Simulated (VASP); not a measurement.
# Re (P-1) in VASP: single point with PBE

Aim: the single point of Re with PBE.

All numbers are computed with VASP 6.6.1; they aren't measurements. Logs are shortened: lines on timing, memory, paths and dates and some standing lists are left out, and cuts for length are marked.

### Step 1. The cell of the first run

The typed cell holds 2 atoms: a = 2.792 Å, b = 2.777 Å, c = 4.538 Å, α = 94.56°, β = 102.48°, γ = 119.49°.

### Step 2. Single point, PBE (engineering shear strain xz -0.2200, engineering shear strain yz -0.2200)

INCAR

```
SYSTEM = Re
  PREC = Accurate
  ENCUT = 520
  EDIFF = 1E-7
  ISMEAR = 0
  SIGMA = 0.15
  LREAL = .FALSE.
  LASPH = .TRUE.
  NELM = 80
  ALGO = Fast
  ISIF = 2
  LWAVE = .FALSE.
  LCHARG = .FALSE.
  GGA = PE
  NBANDS = 14
```

KPOINTS

```
Automatic mesh
0
G
  18 18 10
  0 0 0
```

POSCAR

```
Re
1.0
    2.7748241524      0.0000000000     -0.3052306568
   -1.3874120762      2.4030682070     -0.1117221744
   -0.4932646191     -0.4932646191      4.4842238099
Re
2
Direct
    0.3333333333      0.6666666667      0.2500000000
    0.6666666667      0.3333333333      0.7500000000
```

Potentials or basis: VASP PAW PBE potentials, release 64 (Re).

On the command line:

```sh
> cat potpaw_PBE.64/Re/POTCAR > POTCAR
> mpirun -np 1 vasp_std > vasp.out
```

OUTCAR:

```text
SYSTEM = Re
   PREC = Accurate
   ENCUT = 520
   EDIFF = 1E-7
   ISMEAR = 0
   LREAL = .FALSE.
   LASPH = .TRUE.
   NELM = 80
   ISIF = 2
   GGA = PE

 ion  position               nearest neighbor table
   1  0.333  0.667  0.250-   2 2.37   2 2.48   2 2.67   2 2.88   2 3.05   2 3.15   2 3.37
   2  0.667  0.333  0.750-   1 2.37   1 2.48   1 2.67   1 2.88   1 3.05   1 3.15   1 3.37

  LATTYP: Found a triclinic cell.
 ALAT       =     8.9494452158
 B/A-ratio  =     0.7138731239
 C/A-ratio  =     1.3184121341
 COS(alpha) =     0.0016576785
 COS(beta)  =     0.5614304494
 COS(gamma) =     0.8273224551

  Lattice vectors:

 A1 = (  -3.1757069904,  -1.4165389688,  -8.2462641318)
 A2 = (  -5.0563836857,   0.4932646191,  -3.8737624963)
 A3 = (   6.5361775430,  -3.8196071758,  -9.0502339278)

Analysis of symmetry for initial positions (statically):
=====================================================================
 Subroutine PRICEL returns:
 Original cell was already a primitive cell.

 Routine SETGRP: Setting up the symmetry group for a
 triclinic supercell.

 Subroutine GETGRP returns: Found  2 space group operations
 (whereof  2 operations were pure point group operations)
 out of a pool of  2 trial point group operations.

The static configuration has the point symmetry S_2 .

Analysis of symmetry for dynamics (positions and initial velocities):
=====================================================================
 Subroutine PRICEL returns:
 Original cell was already a primitive cell.

 Routine SETGRP: Setting up the symmetry group for a
 triclinic supercell.

 Subroutine GETGRP returns: Found  2 space group operations
 (whereof  2 operations were pure point group operations)
 out of a pool of  2 trial point group operations.

The dynamic configuration has the point symmetry S_2 .

 Subroutine INISYM returns: Found  2 space group operations
 (whereof  2 operations are pure point group operations),
 and found     1 'primitive' translations

----------------------------------------------------------------------------------------

                                     Primitive cell

  volume of cell :      29.1776

  direct lattice vectors                    reciprocal lattice vectors
     2.774824152  0.000000000 -0.305230657     0.367432031  0.215116169  0.064080302
    -1.387412076  2.403068207 -0.111722174     0.005160104  0.421294776  0.046910037
    -0.493264619 -0.493264619  4.484223810     0.025138803  0.025138803  0.228534571

  length of vectors
     2.791561361  2.777072365  4.538158563     0.430566544  0.423929790  0.231283309

  position of ions in fractional coordinates (direct lattice)
     0.333333333  0.666666667  0.250000000
     0.666666667  0.333333333  0.750000000

  ion indices of the primitive-cell ions
   primitive index   ion index
                 1           1
                 2           2

----------------------------------------------------------------------------------------

 KPOINTS: Automatic mesh

Automatic generation of k-mesh.
 Grid dimensions read from file:
 generate k-points for:   18   18   10

 Generating k-lattice:

  Cartesian coordinates                     Fractional coordinates (reciprocal lattice)
     0.020412891  0.011950898  0.003560017     0.055555556  0.000000000  0.000000000
     0.000286672  0.023405265  0.002606113    -0.000000000  0.055555556  0.000000000
     0.002513880  0.002513880  0.022853457     0.000000000  0.000000000  0.100000000

  Length of vectors
     0.023920364  0.023551655  0.023128331

  Shift w.r.t. Gamma in fractional coordinates (k-lattice)
     0.000000000  0.000000000  0.000000000

 Subroutine IBZKPT returns following result:
 ===========================================

 Found   1624 irreducible k-points:

 Following reciprocal coordinates:
            Coordinates               Weight
  0.000000  0.000000  0.000000      1.000000
  0.055556 -0.000000 -0.000000      2.000000
  0.111111 -0.000000 -0.000000      2.000000
  0.166667 -0.000000 -0.000000      2.000000
  0.222222 -0.000000 -0.000000      2.000000
  0.277778 -0.000000  0.000000      2.000000
[... 16 lines left out ...]
 -0.333333  0.055556  0.000000      2.000000
 -0.277778  0.055556  0.000000      2.000000
 [... further k-points ...]
   k-points           NKPTS =   1624   k-points in BZ     NKDIM =   1624   number of bands    NBANDS=     14
   number of dos      NEDOS =    301   number of ions     NIONS =      2
   total plane-waves  NPLWV =  20736
   dimension x,y,z NGX =    24 NGY =   24 NGZ =   36
   dimension x,y,z NGXF=    48 NGYF=   48 NGZF=   72
   ions per type =               2
   NGX,Y,Z   is equivalent  to a cutoff of  14.29, 14.37, 13.19 a.u.
   NGXF,Y,Z  is equivalent  to a cutoff of  28.59, 28.73, 26.38 a.u.
 SYSTEM =  Re
   PREC   = accura    normal or accurate (medium, high low for compatibility)
   ISTART =      0    job   : 0-new  1-cont  2-samecut
   ICHARG =      2    charge: 1-file 2-atom 10-const
   ISPIN  =      1    spin polarized calculation?
   LNONCOLLINEAR =      F non collinear calculations
   LSORBIT =      F    spin-orbit coupling
   LASPH  =      T    aspherical Exc in radial PAW
   ENCUT  =  520.0 eV  38.22 Ry    6.18 a.u.   5.19  5.16  8.44*2*pi/ulx,y,z
   NELM   =     80;   NELMIN=  2; NELMDL= -5     # of ELM steps
   EDIFF  = 0.1E-06   stopping-criterion for ELM
   LREAL  =      F    real-space projection
   EDIFFG = 0.1E-05   stopping-criterion for IOM
   NSW    =      0    number of steps for IOM
   IBRION =     -1    ionic relax: 0-MD 1-quasi-New 2-CG
   NFREE  =      0    steps in history (QN), initial steepest desc. (CG)
   ISIF   =      2    stress and relaxation
   ISYM   =      2    0-nonsym 1-usesym 2-fastsym
   POTIM  = 0.5000    time-step for ionic-motion
   TEBEG  =    0.0;   TEEND  =   0.0 temperature during run
   PSTRESS=    0.0 pullay stress
   NELECT =      14.0000    total number of electrons
   NUPDOWN=      -1.0000    fix difference up-down
   EMIN   =  10.00;   EMAX   =-10.00  energy-range for DOS
   EFERMI =   0.00;   METHOD = LEGACY
   ISMEAR =     0;   SIGMA  =   0.15  broadening in eV -4-tet -1-fermi 0-gaus
   EFERMI_NEDOS =   21; number of points for ismear=-14 and -15
   IALGO  =     68    algorithm
   IMIX   =      4    mixing-type and parameters
     AMIX     =   0.40;   BMIX     =  1.00
     AMIX_MAG =   1.60;   BMIX_MAG =  1.00
  volume/ion in A,a.u.               =      14.59        98.45
  Fermi-wavevector in a.u.,A,eV,Ry     =   1.281645  2.421957 22.349106  1.642613
  Thomas-Fermi vector in A             =   2.414002
   LORBIT       =      0    0 simple, 1 ext, 2 COOP (PROOUT), +10 PAW based schemes
   GGA     = PE    functional components
   LHFCALC =     F    Hartree Fock is set to
   AEXX    =    0.0000 exact exchange contribution
   IVDW    =     0    specifies the selected vdW correction
   LEPSILON=     F    determine dielectric tensor
   LRPA    =     F    only Hartree local field effects (RPA)
 non-spin polarized calculation
 RMM-DIIS sequential band-by-band and
 Gauss-broadening in eV      SIGMA  =   0.15
  energy-cutoff  :      520.00
  volume of cell :       29.18
 maximum number of plane-waves:       798
 NGX is ok and might be reduce to    24
   NGX = 11   NGY = 11   NGZ = 17

 number of electron      13.9999999 magnetization

 Free energy of the ion-electron system (eV)
  ---------------------------------------------------
  ext. energy  EPLUGINS =         0.00000000
  ---------------------------------------------------
  free energy    TOTEN  =       -23.68172264 eV

  energy without entropy =      -23.65958224  energy(sigma->0) =      -23.67065244

 E-fermi :   8.5839     XC(G=0): -13.7331

 val. band max:        8.5828300649   @ k =   0.2222  -0.2222   0.3000
 cond. band min:       8.5852721669   @ k =   0.1111   0.2222   0.1000
 fundamental gap:      0.0024421020
 Fermi energy:         8.5839353774

 k-point     1 :       0.0000    0.0000    0.0000
  band No.  band energies     occupation
      1      -1.8704      2.00000
      2       1.6961      2.00000
      3       5.1615      2.00000
      4       6.4788      2.00000
      5       6.6398      2.00000
      6       6.6775      2.00000
      7       7.2610      2.00000
      8       8.4720      1.70893
      9       9.2433      0.00000
     10       9.7371      0.00000
     11       9.9006      0.00000
     12      10.8675      0.00000
     13      19.8444      0.00000
     14      22.8721      0.00000

 k-point     2 :       0.0556   -0.0000   -0.0000
  band No.  band energies     occupation
      1      -1.7358      2.00000
      2       1.7858      2.00000
      3       5.1782      2.00000
      4       6.4416      2.00000
      5       6.5274      2.00000
      6       6.6894      2.00000
      7       7.3127      2.00000
      8       8.2797      1.99588
      9       8.6081      0.81998
     10       9.8253      0.00000
     11      10.5631      0.00000
     12      11.0802      0.00000
     13      19.8296      0.00000
     14      23.0523      0.00000

 k-point     3 :       0.1111   -0.0000   -0.0000
  band No.  band energies     occupation
      1      -1.3434      2.00000
      2       2.0307      2.00000
      3       5.1288      2.00000
      4       6.0643      2.00000
      5       6.3725      2.00000
      6       6.9294      2.00000
      7       7.4503      2.00000
      8       7.7217      2.00000
      9       8.2799      1.99585
     10       9.7124      0.00000
     11      11.1964      0.00000
     12      11.9045      0.00000
     13      19.8227      0.00000
     14      23.4954      0.00000
[... 324 lines left out ...]
 k-point    23 :      -0.3333    0.0556    0.0000
  band No.  band energies     occupation
      1       1.2264      2.00000
      2       2.7389      2.00000
      3       3.4140      2.00000
      4       5.1829      2.00000
      5       5.3887      2.00000
      6       6.7429      2.00000
      7       8.2837      1.99536
      8       9.2825      0.00000
      9      10.0530      0.00000
     10      10.4765      0.00000
     11      12.2058      0.00000
     12      14.8836      0.00000
     13      20.7294      0.00000
     14      21.5200      0.00000

 k-point    24 :      -0.2778    0.0556    0.0000
  band No.  band energies     occupation
      1       0.4982      2.00000
      2       2.7982      2.00000
      3       3.8745      2.00000
      4       5.2107      2.00000
      5       5.7310      2.00000
      6       6.8899      2.00000
      7       7.6025      2.00000
      8       8.7306      0.16683
      9       9.3045      0.00000
     10       9.7663      0.00000
     11      11.9180      0.00000
     12      14.5110      0.00000
     13      20.2718      0.00000
     14      22.8678      0.00000

 [... further k-points ...]

------------------------ aborting loop because EDIFF is reached ----------------------------------------

  FORCE on cell =-STRESS in cart. coord.  units (eV):
  Direction    XX          YY          ZZ          XY          YZ          ZX
  --------------------------------------------------------------------------------------
  -------------------------------------------------------------------------------------
  Total        3.5070059      3.2271354      7.4327819     -1.3925306      4.3172742      3.9971035
  in kB      192.5738991    177.2058738    408.1429654    -76.4655244    237.0667006    219.4857462
  external PRESSURE =     259.3075795 kB  Pullay stress =       0.0000000 kB

 VOLUME and BASIS-vectors are now :
 -----------------------------------------------------------------------------
  energy-cutoff  :      520.00
  volume of cell :       29.18
      direct lattice vectors                 reciprocal lattice vectors
     2.774824152  0.000000000 -0.305230657     0.367432031  0.215116169  0.064080302
    -1.387412076  2.403068207 -0.111722174     0.005160104  0.421294776  0.046910037
    -0.493264619 -0.493264619  4.484223810     0.025138803  0.025138803  0.228534571

 POSITION                                       TOTAL-FORCE (eV/Angst)
 -----------------------------------------------------------------------------------
     -0.12332      1.47873      0.94483         1.800049     -0.144963      0.354688
      1.01746      0.43107      3.12244        -1.800049      0.144963     -0.354688
 -----------------------------------------------------------------------------------
    total drift:                               -0.000000      0.000000     -0.000000

  FREE ENERGIE OF THE ION-ELECTRON SYSTEM (eV)
  ---------------------------------------------------
  free  energy   TOTEN  =       -23.6817226384 eV

  energy  without entropy=      -23.6595822390  energy(sigma->0) =      -23.67065244
```

Wall time 21 min (1 thread of Intel Xeon 8259CL, shared host); peak memory 0.66 GiB.

What came out:

```yaml
Free_energy: -23.6817 eV
Pressure: 25.9 GPa
Largest_force: 1.840 eV/Å
Band_gap_on_the_k_mesh: zero (bands 7 and 8 overlap by 3.09 eV)
```

Forces on the atoms (eV/Å):
```
Re   1.800 -0.145  0.355
Re  -1.800  0.145 -0.355
```

Caveat: the cell differs from its parent crystal (engineering shear strain xz -0.2200, engineering shear strain yz -0.2200); the stress differs along the axes, from 18 to 41 GPa; spin-orbit coupling is left out, which moves the levels of the heavy elements; forces of over 1 eV/Å act on the atoms, so gaps and moduli don't describe the material at rest.
